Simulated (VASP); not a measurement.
Write the native input for VASP 6.6.1 that does the following.

| Item | Value |
| --- | --- |
| Task | single point |
| Functional | LDA |
| Potentials or basis | VASP PAW LDA potentials, release 64 (W_sv) |
| Cutoff | 520 eV |
| k mesh | 22 × 22 × 22 |
| Occupations | gaussian, width 0.15 eV |
| Spin | no spin polarisation |
| Dipole correction | no |
| Further INCAR settings | ALGO = Fast; EDIFF = 1e-06; NBANDS = 13 |

The structure of W lies in POSCAR:

```
W
1.0
    0.0000000000      2.1051451118      1.6272771714
    2.1051451118      0.0000000000      1.6272771714
    2.1051451118      2.1051451118      0.0000000000
W
1
Direct
    0.0000000000      0.0000000000      0.0000000000
```

One way to write it, as run:

INCAR

```
SYSTEM = W
PREC = Accurate
ENCUT = 520
EDIFF = 1E-6
ISMEAR = 0
SIGMA = 0.15
LREAL = .False.
LASPH = .True.
NELM = 60
ALGO = Fast
ISIF = 2
LWAVE = .False.
LCHARG = .False.
NBANDS = 13
```

KPOINTS

```
Automatic mesh
0
Gamma
  22 22 22
  0 0 0
```

Potentials or basis: VASP PAW LDA potentials, release 64 (W_sv).

Run with:

```sh
$ cat potpaw_LDA.64/W_sv/POTCAR > POTCAR
$ mpirun -np 1 vasp_std > vasp.out
```

It gave:

| Item | Value |
| --- | --- |
| Pressure | 29.4 GPa |
| Band gap on the k mesh | zero (bands 7 and 8 overlap by 6.62 eV) |

Caveat: the stress differs along the axes, from 9 to 40 GPa; spin-orbit coupling is left out, which moves the levels of the heavy elements.

Wall time 2.1 min on 1 thread of Intel(R) Xeon(R) 6975P-C (Granite Rapids) (shared host), peak memory 0.24 GiB.
